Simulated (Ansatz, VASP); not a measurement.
# Cu: VASP beside Ansatz

```xyz
1
Lattice="-1.4017 1.4017 1.4017 1.4017 -1.4017 1.4017 1.4017 1.4017 -1.4017" Properties=species:S:1:pos:R:3 pbc="T T T"
Cu    0.0000    0.0000    0.0000
```

Alike in both runs: task single point; functional r2SCAN; k mesh 17 × 17 × 17; occupations fermi-dirac, width 0.1 eV; no spin polarisation.

|  | VASP | Ansatz |
| --- | --- | --- |
| version | VASP 6.6.1 | Ansatz 0.2.0 |
| potentials or method | VASP PAW PBE potentials, release 64 (Cu), cutoff 520 eV | plane waves (500 eV) with PAW, scalar-relativistic |
| valence electrons in the cell | 11 | 19 |

Ansatz gave:

- pressure (GPa): 7.3

Task: Estimate VASP's values.

Result: Pressure (GPa): 7.8.

VASP's potentials were made for PBE, not for r2SCAN. VASP's potentials hold 11 valence electrons a cell and Ansatz's 19, so a difference there can come from the potentials and not from the codes.
